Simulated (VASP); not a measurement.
## Cs3Pt: single point with PBE

The system is Cs3Pt.

```
Cs Pt
1.0
     5.61987    0.00000    0.00000
     0.00000    5.61987    0.00000
     0.00000    0.00000    5.61987
Cs Pt
3 1
Cartesian
  0.0000 0.0000 2.8099
  0.0000 2.8099 0.0000
  2.8099 0.0000 0.0000
  2.8099 2.8099 2.8099
```

This cell differs from its parent crystal: strained.

```json
{
  "Program": "VASP 6.6.1",
  "Task": "single point",
  "Functional": "PBE",
  "Potentials or basis": "VASP PAW PBE potentials, release 64 (Cs_sv, Pt)",
  "Cutoff": "520 eV",
  "k mesh": "8 × 8 × 8",
  "Occupations": "gaussian, width 0.1 eV",
  "Spin": "no spin polarisation"
}
```

```yaml
Pressure: 0.4 GPa
Band_gap_on_the_k_mesh: zero (an odd number of electrons rules out a gap without spin polarisation)
```

Levels at points of the mesh, in eV from the Fermi level:
```
           k point  band 15  band 16  band 17  band 18  band 19  band 20  band 21  band 22
(0.00, 0.00, 0.00)    -1.79    -1.64    -1.64    -1.64    -1.26     1.39     1.39     1.39
(0.50, 0.00, 0.00)    -1.53    -1.39    -1.39    -1.38    -0.46     0.11     1.40     1.42
(0.50, 0.50, 0.00)    -1.45    -1.39    -1.39    -1.33     0.63     0.63     0.84     1.46
(0.50, 0.50, 0.50)    -1.66    -1.66    -1.39    -1.39     0.90     0.90     0.90     2.34
```

It took 100 s on 1 thread of Intel(R) Xeon(R) Platinum 8259CL CPU @ 2.50GHz (Skylake/Cascade Lake) (shared host), peak memory 0.35 GiB.

Caveat: the cell differs from its parent crystal (strained); spin-orbit coupling is left out, which moves the levels of the heavy elements.
